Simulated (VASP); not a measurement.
ZrN, 2 atoms in the cell. The structure is cubic, space group Fm-3m (No. 225). The conventional cell has a = 4.475 Å, b = 4.475 Å, c = 4.475 Å, α = 90.00°, β = 90.00°, γ = 90.00°. Zr (site symmetry m-3m) has 6 N at 2.24 Å within 3.0 Å. Within 3.0 Å of N (site symmetry m-3m) lie 6 Zr at 2.24 Å.  This cell differs from its parent crystal: volume scaled by 0.94.

```yaml
Program: VASP 6.6.1
Task: electric field gradients
Functional: LDA
Potentials_or_basis: VASP PAW LDA potentials, release 64 (Zr_sv, N)
Cutoff: 520 eV
k_mesh: 9 × 9 × 9
Occupations: fermi-dirac, width 0.03 eV
Spin: no spin polarisation
Dipole_correction: no
Further_INCAR_settings: ALGO = Normal; EDIFF = 1e-08; NBANDS = 16
```

Potentials or basis: VASP PAW LDA potentials, release 64 (Zr_sv, N).

Command:

```sh
$ cat potpaw_LDA.64/Zr_sv/POTCAR potpaw_LDA.64/N/POTCAR > POTCAR
$ mpirun -np 1 vasp_std > vasp.out
```

Hardware: 1 thread of Intel Xeon 8259CL (shared host).

Question: Estimate the wall time of this run.

Answer: Run time: 19 s on 1 thread of Intel Xeon 8259CL (shared host), peak memory 0.13 GiB. Counts: scf iterations 15, k points 35.
